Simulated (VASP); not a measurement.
Here is a VASP 6.6.1 calculation.

The input INCAR:

```
SYSTEM = C
PREC = Accurate
ENCUT = 520
EDIFF = 1E-6
ISMEAR = -1
SIGMA = 0.05
LREAL = .FALSE.
LASPH = .TRUE.
NELM = 100
ALGO = Normal
ISIF = 2
LWAVE = .FALSE.
LCHARG = .TRUE.
LELF = .TRUE.
LVHAR = .TRUE.
NBANDS = 11
```

File KPOINTS:

```
regular mesh
0
G
  13 13 13
  0 0 0
```

The input POSCAR:

```
C
1.0
    0.0000000000      1.7833700000      1.7833700000
    1.7833700000      0.0000000000      1.7833700000
    1.7833700000      1.7833700000      0.0000000000
C
2
Direct
    0.7500000000      0.7500000000      0.7500000000
    0.5000000000      0.5000000000      0.5000000000
```

Potentials or basis: VASP PAW LDA potentials, release 64 (C).

Launch:

```console
$ cat potpaw_LDA.64/C/POTCAR > POTCAR
$ mpirun -np 1 vasp_std > vasp.out
```

(1) What does it give for the band gap on the k mesh?

(2) Predict the pressure.

## Answers

(1) 4.11 eV, indirect (least direct gap 5.54 eV).

(2) -11.6 GPa.
